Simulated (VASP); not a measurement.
The system is Li3Mg.

```
CELL_PARAMETERS angstrom
4.30344 0.00000 0.00000
0.00000 4.30344 0.00000
0.00000 0.00000 4.30344
ATOMIC_POSITIONS crystal
Li 0.50000 0.50000 0.00000
Li 0.50000 0.00000 0.50000
Li 0.00000 0.50000 0.50000
Mg 0.00000 0.00000 0.00000
```

| Item | Value |
| --- | --- |
| Program | VASP 6.6.1 |
| Task | relaxation of cell and atoms |
| Functional | LDA |
| Potentials or basis | VASP PAW LDA potentials, release 64 (Li_sv, Mg) |
| Cutoff | 600 eV |
| k mesh | 6 × 6 × 6 |
| Occupations | fermi-dirac, width 0.02 eV |
| Spin | no spin polarisation |

At the start: pressure -1.2 GPa; volume 19.92 Å³/atom.

Problem. Where does the relaxation end?

Solution. Over 3 steps the energy falls by 5.3 meV/atom and the volume is 18.71 Å³/atom (-6.1 %); space group Pm-3m (No. 221, to 0.05 Å).

The path:
```csv
step,energy change (eV),largest force (eV/Å),pressure (GPa),volume (Å³)
1,0.0000,0.0000,-1.24,79.70
2,-0.0117,0.0000,-0.86,77.93
3,-0.0210,0.0000,-0.09,74.86
```

Final structure:
```yaml
crystal:
  lattice:
    - [4.21453, 0.00000, 0.00000]
    - [0.00000, 4.21453, 0.00000]
    - [0.00000, 0.00000, 4.21453]
  atoms:
    - { symbol: Li, position: [0.50000, 0.50000, 0.00000] }
    - { symbol: Li, position: [0.50000, 0.00000, 0.50000] }
    - { symbol: Li, position: [0.00000, 0.50000, 0.50000] }
    - { symbol: Mg, position: [0.00000, 0.00000, 0.00000] }
```

Caveat: the cutoff is under 1.25 times the usual one of these potentials, so pressure, stress and relaxed cells hold a basis-set (Pulay) error.
